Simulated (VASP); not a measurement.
Slab: WS2, a slab with vacuum.

```
CELL_PARAMETERS angstrom
3.18352 0.00000 0.00000
-1.59176 2.75701 0.00000
0.00000 0.00000 16.95058
ATOMIC_POSITIONS crystal
W 0.33333 0.66667 0.00000
S 0.66667 0.33333 0.90800
S 0.66667 0.33333 0.09200
```

Base run:

```yaml
Program: VASP 6.6.1
Functional: PBEsol
Potentials_or_basis: VASP PAW PBE potentials, release 64 (W_sv, S)
Cutoff: 520 eV
k_mesh: 10 × 10 × 2
Occupations: gaussian, width 0.1 eV
Spin: no spin polarisation
```

Its results: band gap on the k mesh 1.99 eV, indirect (least direct gap 2.15 eV); largest force 0.104 eV/Å.

Question: After a change of settings the same cell gave: band gap on the k mesh 1.79 eV, direct; largest force 0.099 eV/Å. Which change was it?
A. k mesh from 10 × 10 × 2 to 6 × 6 × 1
B. k mesh from 10 × 10 × 2 to 8 × 8 × 2
C. k mesh from 10 × 10 × 2 to 5 × 5 × 1; further incar settings from ALGO = Normal; EDIFF = 1e-06; NBANDS = 20 to ALGO = Normal; EDIFF = 1e-07; NBANDS = 20
D. k mesh from 10 × 10 × 2 to 4 × 4 × 1; further incar settings from ALGO = Normal; EDIFF = 1e-06; NBANDS = 20 to ALGO = Normal; EDIFF = 1e-07; NBANDS = 20

Answer: A.

Caveats: the PAW data sets were made with another functional, which shifts forces and pressure a little; spin-orbit coupling is left out, which moves the levels of the heavy elements.
